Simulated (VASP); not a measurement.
## BP: single point with r2SCAN

Crystal: BP.

```
B P
1.0
     0.00000    2.29169    2.26900
     2.26900    0.00000    2.26900
     2.26900    2.29169    0.00000
B P
1 1
Direct
  0.00000 0.00000 0.00000
  0.75000 0.75000 0.75000
```

This cell differs from its parent crystal: strain +0.0100 x Voigt [0, 1, 0, 0, 0, 0].

```
Program                : VASP 6.6.1
Task                   : single point
Functional             : r2SCAN
Potentials or basis    : VASP PAW PBE potentials, release 64 (B, P)
Cutoff                 : 520 eV
k mesh                 : 10 × 10 × 10
Occupations            : gaussian, width 0.05 eV
Spin                   : no spin polarisation
Dipole correction      : no
Further INCAR settings : ALGO = Normal; EDIFF = 1e-06; NBANDS = 11
```

```yaml
Pressure: -2.3 GPa
Band_gap_on_the_k_mesh: 1.38 eV, indirect (least direct gap 3.57 eV)
```

Stress tensor (GPa, compression positive):
```
-1.35  0.00  0.00
 0.00 -4.24  0.00
 0.00  0.00 -1.35
```

Levels at points of the mesh, in eV from the valence-band top:
| k point | band 1 | band 2 | band 3 | band 4 | band 5 | band 6 | band 7 | band 8 |
| --- | --- | --- | --- | --- | --- | --- | --- | --- |
| (0.00, 0.00, 0.00) | -16.20 | -0.10 | 0.00 | 0.00 | 3.57 | 3.57 | 3.63 | 7.81 |
| (0.50, 0.00, 0.00) | -12.75 | -9.46 | -1.95 | -1.82 | 4.02 | 4.96 | 5.04 | 10.85 |
| (0.50, 0.50, 0.00) | -11.06 | -9.08 | -4.39 | -4.37 | 1.49 | 1.83 | 12.81 | 13.03 |
| (0.50, 0.00, 0.50) | -11.16 | -9.17 | -4.27 | -4.27 | 1.60 | 1.98 | 12.93 | 12.93 |

Run time: 2.9 min on 1 thread of AMD EPYC 7R13, on a shared host, peak memory 0.12 GiB.

Caveat: the cell differs from its parent crystal (strain +0.0100 x Voigt [0, 1, 0, 0, 0, 0]); the PAW data sets were made with another functional, which shifts forces and pressure a little. A k mesh can miss the band edges.
